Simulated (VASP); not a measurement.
# GaP (F-43m) in VASP: further runs

The runs below take GaP through phonons, with r2SCAN.

Program: VASP 6.6.1. These are calculated values, not measurements. Logs are shortened: lines on timing, memory, paths and dates and some standing lists are left out, and cuts for length are marked.

**1. The cell of the first run**

The structure is cubic, space group F-43m (No. 216). The conventional cell has a = 5.414 Å, b = 5.414 Å, c = 5.414 Å, α = 90.00°, β = 90.00°, γ = 90.00°. Within 3.1 Å of Ga (site symmetry -43m) lie 4 P at 2.34 Å. Within 3.1 Å of P (site symmetry -43m) lie 4 Ga at 2.34 Å.

**2. Phonons, r2SCAN (19.84 Å³/atom)**

Input file INCAR:

```
SYSTEM = GaP
PREC = Accurate
ENCUT = 520
EDIFF = 1E-8
ISMEAR = 0
SIGMA = 0.01
LREAL = .False.
LASPH = .True.
NELM = 100
ALGO = Normal
ISIF = 2
LWAVE = .False.
LCHARG = .True.
METAGGA = R2SCAN
LMIXTAU = .True.
NBANDS = 16
IBRION = 6
NFREE = 2
POTIM = 0.015
NSW = 1
```

Input file KPOINTS:

```
Automatic mesh
0
Gamma
  8 8 8
  0 0 0
```

Input file POSCAR:

```
GaP
1.0
    0.0000000000      2.7069591804      2.7069591804
    2.7069591804      0.0000000000      2.7069591804
    2.7069591804      2.7069591804      0.0000000000
Ga P
1 1
Direct
    0.0000000000      0.0000000000      0.0000000000
    0.7500000000      0.7500000000      0.7500000000
```

Potentials or basis: VASP PAW PBE potentials, release 64 (Ga_d, P).

Run with:

```sh
$ cat potpaw_PBE.64/Ga_d/POTCAR potpaw_PBE.64/P/POTCAR > POTCAR
$ mpirun -np 1 vasp_std > vasp.out
```

OUTCAR:

```text
SYSTEM = GaP
   PREC = Accurate
   ENCUT = 520
   EDIFF = 1E-8
   ISMEAR = 0
   LREAL = .False.
   LASPH = .True.
   NELM = 100
   ISIF = 2
   METAGGA = R2SCAN
   IBRION = 6
   NFREE = 2
   POTIM = 0.015
   NSW = 1

 ion  position               nearest neighbor table
   1  0.000  0.000  0.000-   2 2.34   2 2.34   2 2.34   2 2.34
   2  0.750  0.750  0.750-   1 2.34   1 2.34   1 2.34   1 2.34

  LATTYP: Found a face centered cubic cell.
 ALAT       =     5.4139183608

  Lattice vectors:

 A1 = (   0.0000000000,   2.7069591804,   2.7069591804)
 A2 = (   2.7069591804,   0.0000000000,   2.7069591804)
 A3 = (   2.7069591804,   2.7069591804,   0.0000000000)

Analysis of symmetry for initial positions (statically):
=====================================================================
 Subroutine PRICEL returns:
 Original cell was already a primitive cell.

 Routine SETGRP: Setting up the symmetry group for a
 face centered cubic supercell.

 Subroutine GETGRP returns: Found 24 space group operations
 (whereof 24 operations were pure point group operations)
 out of a pool of 48 trial point group operations.

The static configuration has the point symmetry T_d .

Analysis of symmetry for dynamics (positions and initial velocities):
=====================================================================
 Subroutine PRICEL returns:
 Original cell was already a primitive cell.

 Routine SETGRP: Setting up the symmetry group for a
 face centered cubic supercell.

 Subroutine GETGRP returns: Found 24 space group operations
 (whereof 24 operations were pure point group operations)
 out of a pool of 48 trial point group operations.

The dynamic configuration has the point symmetry T_d .

 Subroutine INISYM returns: Found 24 space group operations
 (whereof 24 operations are pure point group operations),
 and found     1 'primitive' translations

----------------------------------------------------------------------------------------

                                     Primitive cell

  volume of cell :      39.6712

  direct lattice vectors                    reciprocal lattice vectors
     0.000000000  2.706959180  2.706959180    -0.184709102  0.184709102  0.184709102
     2.706959180  0.000000000  2.706959180     0.184709102 -0.184709102  0.184709102
     2.706959180  2.706959180  0.000000000     0.184709102  0.184709102 -0.184709102

  length of vectors
     3.828218386  3.828218386  3.828218386     0.319925550  0.319925550  0.319925550

  position of ions in fractional coordinates (direct lattice)
     0.000000000  0.000000000  0.000000000
     0.750000000  0.750000000  0.750000000

  ion indices of the primitive-cell ions
   primitive index   ion index
                 1           1
                 2           2

----------------------------------------------------------------------------------------

 KPOINTS: Automatic mesh

Automatic generation of k-mesh.
 Grid dimensions read from file:
 generate k-points for:    8    8    8

 Generating k-lattice:

  Cartesian coordinates                     Fractional coordinates (reciprocal lattice)
    -0.023088638  0.023088638  0.023088638     0.125000000  0.000000000  0.000000000
     0.023088638 -0.023088638  0.023088638     0.000000000  0.125000000  0.000000000
     0.023088638  0.023088638 -0.023088638     0.000000000  0.000000000  0.125000000

  Length of vectors
     0.039990694  0.039990694  0.039990694
[... 51 lines left out ...]
   LASPH  =      T    aspherical Exc in radial PAW
   ENCUT  =  520.0 eV  38.22 Ry    6.18 a.u.   7.12  7.12  7.12*2*pi/ulx,y,z
   NELM   =    100;   NELMIN=  2; NELMDL= -5     # of ELM steps
   EDIFF  = 0.1E-07   stopping-criterion for ELM
   LREAL  =      F    real-space projection
   EDIFFG = 0.1E-06   stopping-criterion for IOM
   NSW    =     61    number of steps for IOM
   IBRION =      6    ionic relax: 0-MD 1-quasi-New 2-CG
   NFREE  =      2    steps in history (QN), initial steepest desc. (CG)
   ISIF   =      2    stress and relaxation
   ISYM   =      2    0-nonsym 1-usesym 2-fastsym
   POTIM  = 0.0150    time-step for ionic-motion
   TEBEG  =    0.0;   TEEND  =   0.0 temperature during run
   PSTRESS=    0.0 pullay stress
   NELECT =      18.0000    total number of electrons
   NUPDOWN=      -1.0000    fix difference up-down
   EMIN   =  10.00;   EMAX   =-10.00  energy-range for DOS
   EFERMI =   0.00;   METHOD = LEGACY
   ISMEAR =     0;   SIGMA  =   0.01  broadening in eV -4-tet -1-fermi 0-gaus
   EFERMI_NEDOS =   21; number of points for ismear=-14 and -15
   IALGO  =     38    algorithm
   IMIX   =      4    mixing-type and parameters
     AMIX     =   0.40;   BMIX     =  1.00
     AMIX_MAG =   1.60;   BMIX_MAG =  1.00
  volume/ion in A,a.u.               =      19.84       133.86
  Fermi-wavevector in a.u.,A,eV,Ry     =   1.257981  2.377239 21.531428  1.582515
  Thomas-Fermi vector in A             =   2.391613
   LORBIT       =      0    0 simple, 1 ext, 2 COOP (PROOUT), +10 PAW based schemes
   METAGGA = R2SCAN    functional components
   LHFCALC =     F    Hartree Fock is set to
   AEXX    =    0.0000 exact exchange contribution
   IVDW    =     0    specifies the selected vdW correction
   LEPSILON=     F    determine dielectric tensor
   LRPA    =     F    only Hartree local field effects (RPA)
 finite differences with symmetry
 non-spin polarized calculation
 Gauss-broadening in eV      SIGMA  =   0.01
  energy-cutoff  :      520.00
  volume of cell :       39.67
 maximum number of plane-waves:      1090
   NGX = 15   NGY = 15   NGZ = 15

--------------------------------------- Ionic step        1  -------------------------------------------

 number of electron      18.0000008 magnetization

 Free energy of the ion-electron system (eV)
  ---------------------------------------------------
  ext. energy  EPLUGINS =         0.00000000
  ---------------------------------------------------
  free energy    TOTEN  =       -21.45827933 eV

  energy without entropy =      -21.45827933  energy(sigma->0) =      -21.45827933

------------------------ aborting loop because EDIFF is reached ----------------------------------------

  FORCE on cell =-STRESS in cart. coord.  units (eV):
  Direction    XX          YY          ZZ          XY          YZ          ZX
  --------------------------------------------------------------------------------------
  -------------------------------------------------------------------------------------
  Total        0.4580539      0.4580539      0.4580539     -0.0000000     -0.0000000     -0.0000000
  in kB       18.4991633     18.4991633     18.4991633     -0.0000000     -0.0000000     -0.0000000
  external PRESSURE =      18.4991633 kB  Pullay stress =       0.0000000 kB
[... 131 lines left out ...]
--------------------------------------- Ionic step        5  -------------------------------------------

 number of electron      18.0000008 magnetization

 Free energy of the ion-electron system (eV)
  ---------------------------------------------------
  ext. energy  EPLUGINS =         0.00000000
  ---------------------------------------------------
  free energy    TOTEN  =       -21.45706724 eV

  energy without entropy =      -21.45706724  energy(sigma->0) =      -21.45706724

 E-fermi :   4.8088     XC(G=0): -10.6480

 val. band max:        4.7196757199   @ k =   0.0000   0.0000   0.0000
 cond. band min:       6.5358092213   @ k =   0.0000   0.5000   0.5000
 fundamental gap:      1.8161335014
 Fermi energy:         4.8087637082

 k-point     1 :       0.0000    0.0000    0.0000
  band No.  band energies     occupation
      1     -10.3551      2.00000
      2     -10.3530      2.00000
      3     -10.3503      2.00000
      4     -10.2319      2.00000
      5     -10.2319      2.00000
      6      -8.5083      2.00000
[... 433 lines left out ...]
      3     -10.3038      2.00000
      4     -10.2378      2.00000
      5     -10.2236      2.00000
      6      -5.8526      2.00000
[... 8 lines left out ...]
     15      17.4064      0.00000
     16      18.0619      0.00000

 [... further k-points ...]

------------------------ aborting loop because EDIFF is reached ----------------------------------------

  FORCE on cell =-STRESS in cart. coord.  units (eV):
  Direction    XX          YY          ZZ          XY          YZ          ZX
  --------------------------------------------------------------------------------------
  -------------------------------------------------------------------------------------
  Total        0.4582143      0.4610035      0.4610035      0.0000000     -0.1239945      0.0000000
  in kB       18.5056402     18.6182852     18.6182852      0.0000000     -5.0076970      0.0000000
  external PRESSURE =      18.5807368 kB  Pullay stress =       0.0000000 kB
[... 17 lines left out ...]
  FREE ENERGIE OF THE ION-ELECTRON SYSTEM (eV)
  ---------------------------------------------------
  free  energy   TOTEN  =       -21.4570672424 eV

  energy  without entropy=      -21.4570672424  energy(sigma->0) =      -21.45706724

 INTERNAL STRAIN TENSORS FROM DISPLACED ATOMS
 ============================================

 INTERNAL STRAIN TENSOR FOR ION    1 for displacements in x,y,z  (eV/Angst):
          X           Y           Z          XY          YZ          ZX
  --------------------------------------------------------------------------------
  x     0.00000     0.00000     0.00000     0.00000    -8.13048     0.00000
  y     0.00000     0.00000     0.00000     0.00000     0.00000    -8.13048
  z     0.00000     0.00000     0.00000    -8.13048     0.00000     0.00000

 INTERNAL STRAIN TENSOR FOR ION    2 for displacements in x,y,z  (eV/Angst):
          X           Y           Z          XY          YZ          ZX
  --------------------------------------------------------------------------------
  x     0.00000     0.00000     0.00000     0.00000     8.24673     0.00000
  y     0.00000     0.00000     0.00000     0.00000     0.00000     8.24673
  z     0.00000     0.00000     0.00000     8.24673     0.00000     0.00000

 Eigenvectors and eigenvalues of the dynamical matrix
 ----------------------------------------------------

   1 f  =   11.077746 THz    69.603533 2PiTHz  369.513845 cm-1    45.813857 meV
             X         Y         Z           dx          dy          dz
      0.000000  0.000000  0.000000    -0.549540    0.071839    0.012441
      4.060439  4.060439  4.060439     0.825051   -0.107855   -0.018678
[... 21 lines left out ...]
   6 f/i=    0.003435 THz     0.021582 2PiTHz    0.114577 cm-1     0.014206 meV
             X         Y         Z           dx          dy          dz
      0.000000  0.000000  0.000000     0.585885   -0.546427    0.225492
      4.060439  4.060439  4.060439     0.390239   -0.363958    0.150193

 ELASTIC MODULI CONTR FROM IONIC RELAXATION (kBar)
 Direction    XX          YY          ZZ          XY          YZ          ZX
 --------------------------------------------------------------------------------
 XX          -0.0000      0.0000      0.0000     -0.0000      0.0000     -0.0000
 YY           0.0000     -0.0000      0.0000     -0.0000     -0.0000      0.0000
 ZZ           0.0000      0.0000     -0.0000      0.0000     -0.0000     -0.0000
 XY          -0.0000     -0.0000      0.0000   -251.5427      0.0000     -0.0000
 YZ           0.0000     -0.0000     -0.0000      0.0000   -251.5427     -0.0000
 ZX          -0.0000      0.0000     -0.0000     -0.0000      0.0000   -251.5427
 --------------------------------------------------------------------------------
```

Run time: 13 min. Hardware: 1 thread of Intel Xeon Platinum 8124M at 3.00GHz (Skylake/Cascade Lake), shared host; peak memory 0.25 GiB.

What came out:

```yaml
Highest_phonon_frequency_at_Γ_LO-TO_splitting_left_out: 370 cm⁻¹
```

Phonon frequencies in cm⁻¹ (negative: imaginary):
```csv
q point,frequencies
"(0.000, 0.000, 0.000)",0 0 0 370 370 370
```

Caveat: the cell stands under pressure or tension, which shifts response properties; the PAW data sets were made with another functional, which shifts forces and pressure a little.

**3. Phonons, r2SCAN**

This run uses another cell than the first one, of 20.24 Å³/atom.

Input file INCAR:

```
PREC = Accurate ; ENCUT = 520
EDIFF = 1E-8 ; ISMEAR = 0
SIGMA = 0.01 ; LREAL = F
LASPH = T ; NELM = 60
ALGO = Normal ; ISIF = 2
LWAVE = F ; LCHARG = F
METAGGA = R2SCAN ; LMIXTAU = T
NBANDS = 16 ; IBRION = 6
NFREE = 2 ; POTIM = 0.015
NSW = 1
```

Input file KPOINTS:

```
Automatic mesh
0
Gamma
  8 8 8
```

Input file POSCAR:

```
GaP
1.0
    0.0000000000      2.7252500000      2.7252500000
    2.7252500000      0.0000000000      2.7252500000
    2.7252500000      2.7252500000      0.0000000000
Ga P
1 1
Direct
    0.0000000000      0.0000000000      0.0000000000
    0.7500000000      0.7500000000      0.7500000000
```

Potentials or basis: VASP PAW PBE potentials, release 64 (Ga_d, P).

Run with:

```sh
$ cat potpaw_PBE.64/Ga_d/POTCAR potpaw_PBE.64/P/POTCAR > POTCAR
$ mpirun -np 1 vasp_std > vasp.out
```

OUTCAR:

```text
PREC = Accurate
   ENCUT = 520
   EDIFF = 1E-8
   ISMEAR = 0
   LREAL = F
   LASPH = T
   NELM = 60
   ISIF = 2
   METAGGA = R2SCAN
   IBRION = 6
   NFREE = 2
   POTIM = 0.015
   NSW = 1

 ion  position               nearest neighbor table
   1  0.000  0.000  0.000-   2 2.36   2 2.36   2 2.36   2 2.36
   2  0.750  0.750  0.750-   1 2.36   1 2.36   1 2.36   1 2.36

  LATTYP: Found a face centered cubic cell.
 ALAT       =     5.4505000000
[... 840 lines left out ...]
  x    -0.00000     0.00000     0.00000     0.00000    -7.24724     0.00000
  y     0.00000    -0.00000     0.00000     0.00000     0.00000    -7.24724
  z     0.00000     0.00000    -0.00000    -7.24724     0.00000     0.00000

 INTERNAL STRAIN TENSOR FOR ION    2 for displacements in x,y,z  (eV/Angst):
          X           Y           Z          XY          YZ          ZX
  --------------------------------------------------------------------------------
  x     0.00000    -0.00000    -0.00000     0.00000     7.36921     0.00000
  y    -0.00000     0.00000    -0.00000     0.00000     0.00000     7.36921
  z    -0.00000    -0.00000     0.00000     7.36921     0.00000     0.00000

 Eigenvectors and eigenvalues of the dynamical matrix
 ----------------------------------------------------

   1 f  =   10.812301 THz    67.935689 2PiTHz  360.659531 cm-1    44.716063 meV
             X         Y         Z           dx          dy          dz
      0.000000  0.000000  0.000000     0.000000    0.556406    0.000000
      4.087875  4.087875  4.087875     0.000000   -0.830911    0.000000
[... 21 lines left out ...]
   6 f/i=    0.023309 THz     0.146452 2PiTHz    0.777489 cm-1     0.096396 meV
             X         Y         Z           dx          dy          dz
      0.000000  0.000000  0.000000     0.000000    0.000000    0.830911
      4.087875  4.087875  4.087875     0.000000    0.000000    0.556406

 ELASTIC MODULI CONTR FROM IONIC RELAXATION (kBar)
 Direction    XX          YY          ZZ          XY          YZ          ZX
 --------------------------------------------------------------------------------
 XX          -0.0000      0.0000      0.0000      0.0000     -0.0000      0.0000
 YY           0.0000     -0.0000      0.0000      0.0000      0.0000     -0.0000
 ZZ           0.0000      0.0000     -0.0000     -0.0000      0.0000      0.0000
 XY           0.0000      0.0000     -0.0000   -205.6812      0.0000      0.0000
 YZ          -0.0000      0.0000      0.0000      0.0000   -205.6812      0.0000
 ZX           0.0000     -0.0000      0.0000      0.0000      0.0000   -205.6812
 --------------------------------------------------------------------------------
```

OSZICAR:

```text
N       E                     dE             d eps       ncg     rms          rms(c)
DAV:   1     0.680604119931E+02    0.68060E+02   -0.92946E+03   944   0.166E+03
DAV:   2    -0.174285040565E+02   -0.85489E+02   -0.81373E+02  1064   0.317E+02
DAV:   3    -0.236390648314E+02   -0.62106E+01   -0.61875E+01  1136   0.665E+01
[... 72 lines left out ...]
DAV:   5    -0.214619072348E+02    0.91500E-05   -0.74213E-05  3264   0.666E-02    0.462E-03
DAV:   6    -0.214619279779E+02   -0.20743E-04   -0.44789E-05  3208   0.454E-02    0.455E-03
DAV:   7    -0.214619341540E+02   -0.61762E-05   -0.45631E-06  3360   0.127E-02    0.152E-03
DAV:   8    -0.214619343161E+02   -0.16209E-06   -0.38028E-07  3928   0.513E-03    0.503E-04
DAV:   9    -0.214619343565E+02   -0.40337E-07   -0.10093E-07  3480   0.274E-03    0.407E-04
DAV:  10    -0.214619343501E+02    0.64183E-08   -0.10981E-08  3272   0.998E-04
   5 F= -.21461934E+02 E0= -.21461934E+02  d E =-.126677E-11
```

stdout:

```text
POSCAR found type information on POSCAR GaP
 POSCAR found :  2 types and       2 ions
 scaLAPACK will be used
 -----------------------------------------------------------------------------
|                                                                             |
|                                                                             |
|     You enforced a specific xc type in the INCAR file but a different       |
|     I HOPE YOU KNOW WHAT YOU ARE DOING!                                     |
|                                                                             |
 -----------------------------------------------------------------------------

 LDA part: xc-table for (None), standard interpolation
 POSCAR, INCAR and KPOINTS ok, starting setup
 FFT: planning ... GRIDC
 FFT: planning ... GRID_SOFT
 FFT: planning ... GRID
 WAVECAR not read
 entering main loop
 Found     2 degrees of freedom:
 Finite differences POTIM= 0.01500 DOF=   2
 bond charge predicted
 Finite differences progress:
 bond charge predicted
 Finite differences progress:
 bond charge predicted
 Finite differences progress:
 bond charge predicted
 Finite differences progress:
```

Run time: 14 min. Hardware: 1 thread of Intel Xeon Platinum 8124M at 3.00GHz (Skylake/Cascade Lake), shared host; peak memory 0.25 GiB.

Results:

* Highest phonon frequency at Γ, LO-TO splitting left out: 361 cm⁻¹

Phonon frequencies in cm⁻¹ (negative: imaginary):
| q point | frequencies |
| --- | --- |
| (0.000, 0.000, 0.000) | -1 -1 -1 361 361 361 |

Caveat: the PAW data sets were made with another functional, which shifts forces and pressure a little.
